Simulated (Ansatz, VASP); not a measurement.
Be: VASP beside Ansatz

File POSCAR:

```
Be
1.0
    2.1701297568      0.0000000000      0.0000000000
   -1.0850648784      1.8793874989      0.0000000000
    0.0000000000      0.0000000000      3.4126972284
Be
2
Direct
    0.3333333333      0.6666666667      0.2500000000
    0.6666666667      0.3333333333      0.7500000000
```

File INCAR.step1:

```
SYSTEM = Be
PREC = Accurate ; ENCUT = 520
ISMEAR = -1 ; SIGMA = 0.1
LREAL = .False. ; LASPH = .True.
NELM = 100 ; NBANDS = 9
GGA = PE ; ALGO = Normal
EDIFF = 1E-4 ; LWAVE = .True.
LCHARG = .False.
```

File INCAR.step2:

```
SYSTEM = Be
PREC = Accurate ; ENCUT = 520
EDIFF = 1E-6 ; ISMEAR = -1
SIGMA = 0.1 ; LREAL = .False.
LASPH = .True. ; NELM = 100
ALGO = Normal ; ISIF = 2
LWAVE = .False. ; LCHARG = .False.
METAGGA = R2SCAN ; LMIXTAU = .True.
NBANDS = 9 ; ISTART = 1
```

File KPOINTS:

```
Automatic mesh
0
Gamma
  26 26 15
  0 0 0
```

Input for Ansatz:

```yaml
crystal:
  lattice:
    - [2.1701297568, 0.0, 0.0]
    - [-1.0850648784, 1.8793874989, 0.0]
    - [0.0, 0.0, 3.4126972284]
  atoms:
    - { symbol: Be, position: [0.3333333333, 0.6666666667, 0.25] }
    - { symbol: Be, position: [0.6666666667, 0.3333333333, 0.75] }
hamiltonian:
  xc: r2scan
  pseudopotentials:
    kind: paw
    azcp:
      Be: "pseudopotentials/Be.paw.azcp"
basis:
  ecutwfc: 500
  fft_grid_basis: typed
kpoints:
  mp_grid: { grid: [26, 26, 15], shift: [0, 0, 0] }
magnetization:
  spin_polarized: false
scf:
  occupations: { method: fermi_dirac, width: 0.1 }
output:
  stress: true
```

Alike in both runs: task single point; functional r2SCAN; k mesh 26 × 26 × 15; occupations fermi-dirac, width 0.1 eV; no spin polarisation.

|  | VASP | Ansatz |
| --- | --- | --- |
| version | VASP 6.6.1 | Ansatz 0.2.0 |
| potentials or method | VASP PAW PBE potentials, release 64 (Be), cutoff 520 eV | plane waves (500 eV) with PAW, scalar-relativistic |
| valence electrons in the cell | 4 | 4 |

VASP gave:

```
pressure (GPa)                                                : 19.9
traceless stress, the component that is largest in VASP (GPa) : 2.72
```

Question: Estimate Ansatz's values.

Answer: Pressure (GPa): 19.7; traceless stress, the component that is largest in VASP (GPa): 2.65.

VASP's potentials were made for PBE, not for r2SCAN. With one functional, cell and mesh, what is left measures potentials, basis and numerics.
